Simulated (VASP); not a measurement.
# Sn (Immm) in VASP: single point with PBEsol

Aim: the single point of Sn with PBEsol.

All numbers are computed with VASP 6.6.1; they aren't measurements. Logs are shortened: lines on timing, memory, paths and dates and some standing lists are left out, and cuts for length are marked.

### 1 The cell of the first run

The structure is orthorhombic, space group Immm (No. 71). Conventional cell: a = 3.453 Å, b = 3.551 Å, c = 4.677 Å, α = 90.00°, β = 90.00°, γ = 90.00°. Sn (site symmetry mmm) has 14 Sn at 3.41 to 4.68 Å within 4.7 Å.

### 2 Single point, PBEsol

File INCAR:

```
SYSTEM = Sn
  PREC = Accurate
  ENCUT = 500
  EDIFF = 1E-6
  ISMEAR = 0
  SIGMA = 0.15
  LREAL = .False.
  LASPH = .True.
  NELM = 120
  ALGO = Normal
  ISIF = 2
  LWAVE = .False.
  LCHARG = .True.
  GGA = PS
  LVHAR = .True.
  NBANDS = 66
  GGA_COMPAT = .False.
  KPAR = 4
```

File KPOINTS:

```
regular mesh
0
Gamma
  10 10 10
  0 0 0
```

File POSCAR:

```
Sn
1.0
   -3.4530780000      3.5510940000     -4.6766840000
   -3.4530780000     -3.5510940000      4.6766840000
    3.4530780000      3.5510940000      4.6766840000
Sn
8
Direct
    0.5000000000      0.5000000000      0.0000000000
    0.5000000000      0.0000000000      0.0000000000
    0.0000000000      0.5000000000      0.0000000000
    0.0000000000      0.0000000000      0.0000000000
    0.5000000000      0.5000000000      0.5000000000
    0.5000000000      0.0000000000      0.5000000000
    0.0000000000      0.5000000000      0.5000000000
    0.0000000000      0.0000000000      0.5000000000
```

Potentials or basis: VASP PAW PBE potentials, release 64 (Sn_d).

Started as:

```sh
cat potpaw_PBE.64/Sn_d/POTCAR > POTCAR
mpirun -np 4 vasp_std > vasp.out
```

OUTCAR:

```text
SYSTEM = Sn
   PREC = Accurate
   ENCUT = 500
   EDIFF = 1E-6
   ISMEAR = 0
   LREAL = .False.
   LASPH = .True.
   NELM = 120
   ISIF = 2
   GGA = PS

 ion  position               nearest neighbor table
   1  0.500  0.500  0.000-   2 3.41   3 3.41   5 3.41   8 3.41   5 3.41   2 3.41   3 3.41   8 3.41
                             4 3.45   4 3.45   7 3.55   7 3.55
   2  0.500  0.000  0.000-   1 3.41   4 3.41   6 3.41   7 3.41   6 3.41   1 3.41   4 3.41   7 3.41
                             3 3.45   3 3.45   8 3.55   8 3.55
   3  0.000  0.500  0.000-   1 3.41   4 3.41   6 3.41   7 3.41   7 3.41   4 3.41   1 3.41   6 3.41
                             2 3.45   2 3.45   5 3.55   5 3.55
   4  0.000  0.000  0.000-   2 3.41   3 3.41   5 3.41   8 3.41   8 3.41   3 3.41   2 3.41   5 3.41
                             1 3.45   1 3.45   6 3.55   6 3.55
   5  0.500  0.500  0.500-   1 3.41   4 3.41   6 3.41   7 3.41   1 3.41   6 3.41   7 3.41   4 3.41
                             8 3.45   8 3.45   3 3.55   3 3.55
   6  0.500  0.000  0.500-   2 3.41   3 3.41   5 3.41   8 3.41   2 3.41   5 3.41   8 3.41   3 3.41
                             7 3.45   7 3.45   4 3.55   4 3.55
   7  0.000  0.500  0.500-   2 3.41   3 3.41   5 3.41   8 3.41   3 3.41   8 3.41   5 3.41   2 3.41
                             6 3.45   6 3.45   1 3.55   1 3.55
   8  0.000  0.000  0.500-   1 3.41   4 3.41   6 3.41   7 3.41   4 3.41   7 3.41   6 3.41   1 3.41
                             5 3.45   5 3.45   2 3.55   2 3.55

  LATTYP: Found a body centered orthorhombic cell.
 ALAT       =     6.9061560000
 B/A-ratio  =     1.0283851103
 C/A-ratio  =     1.3543522620

  Lattice vectors:

 A1 = (   3.4530780000,   3.5510940000,  -4.6766840000)
 A2 = (  -3.4530780000,  -3.5510940000,  -4.6766840000)
 A3 = (  -3.4530780000,   3.5510940000,   4.6766840000)

Analysis of symmetry for initial positions (statically):
=====================================================================
 Subroutine PRICEL returns following result:

  LATTYP: Found a body centered orthorhombic cell.
 ALAT       =     3.4530780000
 B/A-ratio  =     1.0283851103
 C/A-ratio  =     1.3543522620

  Lattice vectors:

 A1 = (   1.7265390000,   1.7755470000,  -2.3383420000)
 A2 = (  -1.7265390000,  -1.7755470000,  -2.3383420000)
 A3 = (  -1.7265390000,   1.7755470000,   2.3383420000)

   8 primitive cells build up your supercell.

 Routine SETGRP: Setting up the symmetry group for a
 body centered orthorhombic supercell.

 Subroutine GETGRP returns: Found  8 space group operations
 (whereof  8 operations were pure point group operations)
 out of a pool of  8 trial point group operations.

The static configuration has the point symmetry D_2h.

Analysis of symmetry for dynamics (positions and initial velocities):
=====================================================================
 Subroutine PRICEL returns following result:

  LATTYP: Found a body centered orthorhombic cell.
 ALAT       =     3.4530780000
 B/A-ratio  =     1.0283851103
 C/A-ratio  =     1.3543522620

  Lattice vectors:

 A1 = (   1.7265390000,   1.7755470000,  -2.3383420000)
 A2 = (  -1.7265390000,  -1.7755470000,  -2.3383420000)
 A3 = (  -1.7265390000,   1.7755470000,   2.3383420000)

   8 primitive cells build up your supercell.

 Routine SETGRP: Setting up the symmetry group for a
 body centered orthorhombic supercell.

 Subroutine GETGRP returns: Found  8 space group operations
 (whereof  8 operations were pure point group operations)
 out of a pool of  8 trial point group operations.

The dynamic configuration has the point symmetry D_2h.

 Subroutine INISYM returns: Found  8 space group operations
 (whereof  8 operations are pure point group operations),
 and found     8 'primitive' translations

----------------------------------------------------------------------------------------

                                     Primitive cell

  volume of cell :      28.6732

  direct lattice vectors                    reciprocal lattice vectors
     1.726539000  1.775547000 -2.338342000     0.000000000  0.281603359 -0.213826720
    -1.726539000 -1.775547000 -2.338342000    -0.289596702  0.000000000 -0.213826720
    -1.726539000  1.775547000  2.338342000    -0.289596702  0.281603359  0.000000000

  length of vectors
     3.406075069  3.406075069  3.406075069     0.353584952  0.359983494  0.403938983

  position of ions in fractional coordinates (direct lattice)
     0.000000000  0.000000000  0.000000000

  ion indices of the primitive-cell ions
   primitive index   ion index
                 1           1

----------------------------------------------------------------------------------------

 KPOINTS: regular mesh

Automatic generation of k-mesh.
 Grid dimensions read from file:
 generate k-points for:   10   10   10

 Generating k-lattice:

  Cartesian coordinates                     Fractional coordinates (reciprocal lattice)
    -0.014479835  0.014080168  0.000000000     0.100000000  0.000000000 -0.000000000
    -0.014479835  0.000000000  0.010691336     0.000000000  0.100000000  0.000000000
     0.000000000  0.014080168  0.010691336    -0.000000000  0.000000000  0.100000000

  Length of vectors
     0.020196949  0.017999175  0.017679248

  Shift w.r.t. Gamma in fractional coordinates (k-lattice)
     0.000000000  0.000000000  0.000000000

 Subroutine IBZKPT returns following result:
 ===========================================

 Found    171 irreducible k-points:

 Following reciprocal coordinates:
            Coordinates               Weight
  0.000000  0.000000  0.000000      1.000000
  0.100000  0.000000 -0.000000      4.000000
  0.200000  0.000000 -0.000000      4.000000
  0.300000  0.000000  0.000000      4.000000
  0.400000  0.000000  0.000000      4.000000
  0.500000  0.000000  0.000000      2.000000
[... 16 lines left out ...]
 -0.400000  0.200000 -0.000000      8.000000
 -0.300000  0.200000  0.000000      8.000000
 [... further k-points ...]
   k-points           NKPTS =    171   k-points in BZ     NKDIM =    171   number of bands    NBANDS=     66
   number of dos      NEDOS =    301   number of ions     NIONS =      8
   total plane-waves  NPLWV = 125000
   dimension x,y,z NGX =    50 NGY =   50 NGZ =   50
   dimension x,y,z NGXF=   100 NGYF=  100 NGZF=  100
   ions per type =               8
   NGX,Y,Z   is equivalent  to a cutoff of  12.20, 12.20, 12.20 a.u.
   NGXF,Y,Z  is equivalent  to a cutoff of  24.40, 24.40, 24.40 a.u.
 SYSTEM =  Sn
   PREC   = accura    normal or accurate (medium, high low for compatibility)
   ISTART =      0    job   : 0-new  1-cont  2-samecut
   ICHARG =      2    charge: 1-file 2-atom 10-const
   ISPIN  =      1    spin polarized calculation?
   LNONCOLLINEAR =      F non collinear calculations
   LSORBIT =      F    spin-orbit coupling
   LASPH  =      T    aspherical Exc in radial PAW
   ENCUT  =  500.0 eV  36.75 Ry    6.06 a.u.  12.42 12.42 12.42*2*pi/ulx,y,z
   NELM   =    120;   NELMIN=  2; NELMDL= -5     # of ELM steps
   EDIFF  = 0.1E-05   stopping-criterion for ELM
   LREAL  =      F    real-space projection
   EDIFFG = 0.1E-04   stopping-criterion for IOM
   NSW    =      0    number of steps for IOM
   IBRION =     -1    ionic relax: 0-MD 1-quasi-New 2-CG
   NFREE  =      0    steps in history (QN), initial steepest desc. (CG)
   ISIF   =      2    stress and relaxation
   ISYM   =      2    0-nonsym 1-usesym 2-fastsym
   POTIM  = 0.5000    time-step for ionic-motion
   TEBEG  =    0.0;   TEEND  =   0.0 temperature during run
   PSTRESS=    0.0 pullay stress
   NELECT =     112.0000    total number of electrons
   NUPDOWN=      -1.0000    fix difference up-down
   EMIN   =  10.00;   EMAX   =-10.00  energy-range for DOS
   EFERMI =   0.00;   METHOD = LEGACY
   ISMEAR =     0;   SIGMA  =   0.15  broadening in eV -4-tet -1-fermi 0-gaus
   EFERMI_NEDOS =   21; number of points for ismear=-14 and -15
   IALGO  =     38    algorithm
   IMIX   =      4    mixing-type and parameters
     AMIX     =   0.40;   BMIX     =  1.00
     AMIX_MAG =   1.60;   BMIX_MAG =  1.00
  volume/ion in A,a.u.               =      28.67       193.50
  Fermi-wavevector in a.u.,A,eV,Ry     =   1.289116  2.436076 22.610433  1.661820
  Thomas-Fermi vector in A             =   2.421028
   LORBIT       =      0    0 simple, 1 ext, 2 COOP (PROOUT), +10 PAW based schemes
   GGA     = PS    functional components
   LHFCALC =     F    Hartree Fock is set to
   AEXX    =    0.0000 exact exchange contribution
   IVDW    =     0    specifies the selected vdW correction
   LEPSILON=     F    determine dielectric tensor
   LRPA    =     F    only Hartree local field effects (RPA)
 non-spin polarized calculation
 Gauss-broadening in eV      SIGMA  =   0.15
  energy-cutoff  :      500.00
  volume of cell :      229.39
 maximum number of plane-waves:      5852
 NGX is ok and might be reduce to    50
   NGX = 25   NGY = 25   NGZ = 25

 number of electron     112.0000027 magnetization

 Free energy of the ion-electron system (eV)
  ---------------------------------------------------
  ext. energy  EPLUGINS =         0.00000000
  ---------------------------------------------------
  free energy    TOTEN  =       -33.68270466 eV

  energy without entropy =      -33.63444341  energy(sigma->0) =      -33.65857403

 E-fermi :   7.3774     XC(G=0): -10.2531

 val. band max:        7.3764844645   @ k =  -0.2000   0.3000   0.1000
 cond. band min:       7.3867185001   @ k =   0.4000  -0.3000   0.3000
 fundamental gap:      0.0102340356
 Fermi energy:         7.3774477701

 k-point     1 :       0.0000    0.0000    0.0000
  band No.  band energies     occupation
      1     -14.1547      2.00000
      2     -14.1547      2.00000
      3     -14.1439      2.00000
      4     -14.1013      2.00000
      5     -14.1013      2.00000
      6     -14.1009      2.00000
[... 58 lines left out ...]
     65      12.5921      0.00000
     66      12.6205      0.00000

 k-point     2 :       0.1000    0.0000   -0.0000
  band No.  band energies     occupation
      1     -14.1530      2.00000
      2     -14.1493      2.00000
      3     -14.1392      2.00000
      4     -14.0991      2.00000
      5     -14.0986      2.00000
      6     -14.0983      2.00000
[... 1576 lines left out ...]
     65      11.6296      0.00000
     66      11.6601      0.00000

 [... further k-points ...]

------------------------ aborting loop because EDIFF is reached ----------------------------------------

  FORCE on cell =-STRESS in cart. coord.  units (eV):
  Direction    XX          YY          ZZ          XY          YZ          ZX
  --------------------------------------------------------------------------------------
  -------------------------------------------------------------------------------------
  Total       -4.5934060     -5.7344900     -5.2873914      0.0000000      0.0000000      0.0000000
  in kB      -32.0832862    -40.0533468    -36.9305241      0.0000000      0.0000000      0.0000000
  external PRESSURE =     -36.3557190 kB  Pullay stress =       0.0000000 kB

 VOLUME and BASIS-vectors are now :
 -----------------------------------------------------------------------------
  energy-cutoff  :      500.00
  volume of cell :      229.39
      direct lattice vectors                 reciprocal lattice vectors
    -3.453078000  3.551094000 -4.676684000    -0.144798351  0.140801680  0.000000000
    -3.453078000 -3.551094000  4.676684000    -0.144798351  0.000000000  0.106913360
     3.453078000  3.551094000  4.676684000     0.000000000  0.140801680  0.106913360

 POSITION                                       TOTAL-FORCE (eV/Angst)
 -----------------------------------------------------------------------------------
     -3.45308      0.00000      0.00000        -0.000000      0.000000      0.000000
     -1.72654      1.77555     -2.33834        -0.000000     -0.000000     -0.000000
     -1.72654     -1.77555      2.33834         0.000000      0.000000     -0.000000
      0.00000      0.00000      0.00000         0.000000     -0.000000      0.000000
     -1.72654      1.77555      2.33834         0.000000      0.000000      0.000000
      0.00000      3.55109      0.00000         0.000000      0.000000     -0.000000
      0.00000      0.00000      4.67668         0.000000     -0.000000      0.000000
      1.72654      1.77555      2.33834        -0.000000     -0.000000     -0.000000
 -----------------------------------------------------------------------------------
    total drift:                               -0.000000     -0.000000      0.000000

  FREE ENERGIE OF THE ION-ELECTRON SYSTEM (eV)
  ---------------------------------------------------
  free  energy   TOTEN  =       -33.6827046572 eV

  energy  without entropy=      -33.6344434070  energy(sigma->0) =      -33.65857403
```

Run time: 17 min. Hardware: 4 MPI ranks of Oxide Virtual Turin-like, shared host; peak memory 1.5 GiB.

Results:

| Property | Result |
| --- | --- |
| Free energy | -33.6827 eV |
| Pressure | -3.6 GPa |
| Band gap on the k mesh | zero (bands 56 and 57 overlap by 1.71 eV) |

Caveat: the cell stands under tension; the PAW data sets were made with another functional, which shifts forces and pressure a little; spin-orbit coupling is left out, which moves the levels of the heavy elements.
